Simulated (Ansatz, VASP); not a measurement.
## Two plane-wave programs on SiC3

```xyz
8
Lattice="1.4188 -2.4575 0.0000 -4.2565 -2.4575 0.0000 0.0000 0.0000 -9.1554" Properties=species:S:1:pos:R:3 pbc="T T T"
Si   -2.8377   -1.6383   -4.5777
Si    0.0000   -1.6383   -4.5777
C    -2.8377   -3.2766    0.0000
C    -1.4188   -0.8192    0.0000
C    -2.8377   -3.2766   -4.5777
C    -1.4188   -0.8192   -4.5777
C    -2.8377   -1.6383    0.0000
C     0.0000   -1.6383    0.0000
```

Alike in both runs: task single point; functional PBE; k mesh 8 × 4 × 4; occupations gaussian, width 0.2 eV; no spin polarisation.

```csv
,VASP,Ansatz
version,VASP 6.6.1,Ansatz 0.2.0
potentials or method,"VASP PAW PBE potentials, release 64 (Si, C), cutoff 520 eV","scalar-relativistic, plane waves, PAW"
valence electrons in the cell,32,32
```

```tsv
	VASP	Ansatz	Ansatz less VASP
gap on the k mesh at the Fermi level (eV)	0.34	0.34	0.000
least direct gap on the mesh (eV)	0.35	0.35	0.000
pressure (GPa)	0.0	0.0	+0.03
rms of the force components (eV/Å)	0.003	0.003	0.0000
```

Atom by atom the forces differ by 0.000 eV/Å (rms over components).
